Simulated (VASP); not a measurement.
Write the native input for VASP 6.6.1 that does the following.

```yaml
Task: single point
Functional: PBE
Potentials_or_basis: VASP PAW PBE potentials, release 64 (Hg, Te)
Cutoff: 520 eV
k_mesh: 12 × 12 × 12
Occupations: gaussian, width 0.1 eV
Spin: no spin polarisation
Dipole_correction: no
Further_INCAR_settings: ALGO = Normal; EDIFF = 1e-07; NBANDS = 16
```

The structure of HgTe lies in POSCAR:

```
HgTe
1.0
    0.0000000000      3.3247980880      3.3247980880
    3.3247980880      0.0000000000      3.3247980880
    3.3247980880      3.3247980880      0.0000000000
Hg Te
1 1
Direct
    0.0000000000      0.0000000000      0.0000000000
    0.7500000000      0.7500000000      0.7500000000
```

One way to write it, as run:

INCAR

```
SYSTEM = HgTe
PREC = Accurate ; ENCUT = 520
EDIFF = 1E-7 ; ISMEAR = 0
SIGMA = 0.1 ; LREAL = .FALSE.
LASPH = .TRUE. ; NELM = 80
ALGO = Normal ; ISIF = 2
LWAVE = .FALSE. ; LCHARG = .FALSE.
GGA = PE ; NBANDS = 16
```

KPOINTS

```
Automatic mesh
0
G
  12 12 12
  0 0 0
```

Potentials or basis: VASP PAW PBE potentials, release 64 (Hg, Te).

Command:

```bash
$ cat potpaw_PBE.64/Hg/POTCAR potpaw_PBE.64/Te/POTCAR > POTCAR
$ mpirun -np 1 vasp_std > vasp.out
```

Results of the run:

The pressure is 0.1 GPa and the band gap on the k mesh is zero (filled and empty bands touch).

Caveat: spin-orbit coupling is left out, which moves the levels of the heavy elements.

Run time: 31 s on 1 thread of Intel(R) Xeon(R) 6975P-C (Granite Rapids), with other jobs on the host, peak memory 0.26 GiB.
